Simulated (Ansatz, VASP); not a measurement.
## HgTe: VASP beside Ansatz

Contents of INCAR:

```
SYSTEM = HgTe
PREC = Accurate
ENCUT = 520
EDIFF = 1E-6
ISMEAR = 0
SIGMA = 0.15
LREAL = .FALSE.
LASPH = .TRUE.
NELM = 60
ALGO = Normal
ISIF = 2
LWAVE = .FALSE.
LCHARG = .FALSE.
GGA = PE
NBANDS = 16
```

KPOINTS

```
regular mesh
0
G
  14 14 14
  0 0 0
```

File POSCAR:

```
HgTe
1.0
    0.0000000000      3.0771170000      3.0771170000
    3.0771170000      0.0000000000      3.0771170000
    3.0771170000      3.0771170000      0.0000000000
Hg Te
1 1
Direct
    0.0101556099      0.0101556099     -0.0101556099
    0.5000000000      0.5000000000      0.5000000000
```

Input for Ansatz:

```yaml
crystal:
  lattice:
    - [0.0, 3.077117, 3.077117]
    - [3.077117, 0.0, 3.077117]
    - [3.077117, 3.077117, 0.0]
  atoms:
    - { symbol: Hg, position: [0.0101556099, 0.0101556099, -0.0101556099] }
    - { symbol: Te, position: [0.5, 0.5, 0.5] }
basis:
  ecutwfc: 520.0
kpoints:
  mp_grid: { grid: [14, 14, 14] }
hamiltonian:
  xc: pbe
scf:
  occupations: { method: gaussian, width: 0.15 }
output:
  forces: true
  stress: true
  eigenvalues: true
```

Change from the starting cell: all Hg atoms moved +0.062 Å, as atom 1 along Cartesian [0 0 1].

Alike in both runs: task single point; functional PBE; k mesh 14 × 14 × 14; occupations gaussian, width 0.15 eV; no spin polarisation.

```csv
,VASP,Ansatz
version,VASP 6.6.1,Ansatz 0.2.0
potentials or method,"VASP PAW PBE potentials, release 64 (Hg, Te), cutoff 520 eV","scalar-relativistic, plane waves, PAW"
valence electrons in the cell,18,36
```

VASP gave:

* gap on the k mesh at the Fermi level (eV): none
* pressure (GPa): -0.1
* traceless stress, the component that is largest in VASP (GPa): 0.13
* rms of the force components (eV/Å): 0.059

Task: Estimate Ansatz's values.

Result: gap on the k mesh at the Fermi level (eV): none; pressure (GPa): -0.2; traceless stress, the component that is largest in VASP (GPa): 0.13; rms of the force components (eV/Å): 0.058.

Atom by atom the forces differ by 0.001 eV/Å (rms over components). A gap of «none» marks a metal or a gap that the smearing closes. VASP's potentials hold 18 valence electrons a cell and Ansatz's 36, so a difference there can come from the potentials and not from the codes.

Spin-orbit coupling is off throughout.
